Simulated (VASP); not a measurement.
# Al: single point with PBE+D3(BJ)

Al:

```xyz
4
Lattice="2.6962 0.0000 0.0000 -1.3481 2.3350 0.0000 0.0000 0.0000 8.0434" Properties=species:S:1:pos:R:3 pbc="T T T"
Al    0.0000    0.0000    0.0000
Al    0.0000    1.5567    2.0109
Al    0.0000    0.0000    4.0217
Al    1.3481    0.7783    6.0326
```

```yaml
Program: VASP 6.6.1
Task: single point
Functional: PBE
Dispersion: D3(BJ)
Potentials_or_basis: VASP PAW PBE potentials, release 64 (Al)
Cutoff: 520 eV
k_mesh: 18 × 18 × 4
Occupations: gaussian, width 0.15 eV
Spin: no spin polarisation
```

| Item | Value |
| --- | --- |
| Pressure | 33.0 GPa |
| Band gap on the k mesh | zero (band 6 reaches 17.05 eV, above the bottom of band 7 at 9.03 eV) |
| Dispersion energy per atom | -0.443 eV |

Stress tensor (GPa, compression positive):
```
25.94  0.00  0.00
 0.00 25.94  0.00
 0.00  0.00 47.07
```

Levels at points of the mesh, in eV from the Fermi level:
```tsv
k point	band 2	band 3	band 4	band 5	band 6	band 7	band 8	band 9	band 10	band 11
(0.00, 0.00, 0.00)	-10.74	-10.74	-4.87	-3.44	6.08	6.14	11.31	11.31	11.32	11.32
(0.50, 0.00, 0.00)	-6.43	-4.77	-4.76	-3.73	-3.73	1.08	1.38	2.79	2.86	5.80
(0.00, 0.00, 0.50)	-12.43	-8.00	-8.00	0.61	0.61	11.58	11.58	11.58	11.58	11.84
(0.50, 0.00, 0.50)	-6.01	-5.82	-5.82	-1.95	-1.95	-1.18	-1.18	5.42	5.42	6.26
```

Wall time 23 s on 1 thread of Intel(R) Xeon(R) 6975P-C (Granite Rapids), with other jobs on the host, peak memory 0.2 GiB.

Caveat: pairwise dispersion overbinds metals, which lowers pressure and volume.
